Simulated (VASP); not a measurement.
Input of a VASP 6.6.1 run:

The input INCAR:

```
ALGO = Fast ; EDIFF = 1E-6
ENCUT = 520 ; GGA = PS
ISIF = 2 ; ISMEAR = 0
LASPH = True ; LCHARG = False
LREAL = False ; LWAVE = False
NBANDS = 16 ; NELM = 60
PREC = Accurate ; SIGMA = 0.15
```

The input KPOINTS:

```
k-points
0
Gamma
  16 16 16
```

File POSCAR:

```
AlRu
1.0
    2.9916000000      0.0000000000      0.0000000000
    0.0000000000      2.9916000000      0.0000000000
    0.0000000000      0.0000000000      2.9916000000
Al Ru
1 1
Direct
   -0.0752105897      0.0000000000      0.0000000000
    0.5000000000      0.5000000000      0.5000000000
```

Potentials or basis: VASP PAW PBE potentials, release 64 (Al, Ru_pv).

Command:

```sh
$ cat potpaw_PBE.64/Al/POTCAR potpaw_PBE.64/Ru_pv/POTCAR > POTCAR
$ mpirun -np 1 vasp_std > vasp.out
```

(1) Predict the pressure.

(2) What does it give for the band gap on the k mesh?

(3) Predict the largest force.

Answers

(1) 0.7 GPa.

(2) zero (an odd number of electrons rules out a gap without spin polarisation).

(3) 1.706 eV/Å.

Caveat: the cell differs from its parent crystal (all Al atoms moved +0.225 Å, as atom 1 towards its neighbour atom 1 (Al) at 2.992 Å); the PAW data sets were made with another functional, which shifts forces and pressure a little.
